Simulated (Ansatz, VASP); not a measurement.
One calculation of SrMg3O4, two programs

```
Mg O Sr
1.0
    -2.31186    2.31186    4.38266
     2.31186   -2.31186    4.38266
     2.31186    2.31186   -4.38266
Mg O Sr
3 4 1
Direct
  0.75000 0.25000 0.50000
  0.00000 0.00000 0.00000
  0.25000 0.75000 0.50000
  0.50000 0.00000 0.50000
  0.77324 0.77324 0.00000
  0.00000 0.50000 0.50000
  0.22676 0.22676 0.00000
  0.50000 0.50000 0.00000
```

Alike in both runs: task single point; functional PBE; k mesh 8 × 8 × 8; occupations fermi-dirac, width 0.02 eV; no spin polarisation.

|  | VASP | Ansatz |
| --- | --- | --- |
| version | VASP 6.6.1 | Ansatz 0.2.0 |
| potentials or method | VASP PAW PBE potentials, release 64 (Mg, O, Sr_sv) | plane waves, PAW |
| plane-wave cutoff (eV) | 520 | 420 |
| valence electrons in the cell | 40 | 64 |

Ansatz gave:

* gap on the k mesh at the Fermi level (eV): 2.67
* pressure (GPa): 3.5
* rms of the force components (eV/Å): 0.020

Which values does VASP return?

gap on the k mesh at the Fermi level (eV): 2.62; pressure (GPa): 3.7; rms of the force components (eV/Å): 0.004.

With one functional, cell and mesh, what is left measures potentials, basis and numerics. VASP's potentials hold 40 valence electrons a cell and Ansatz's 64, so a difference there can come from the potentials and not from the codes.
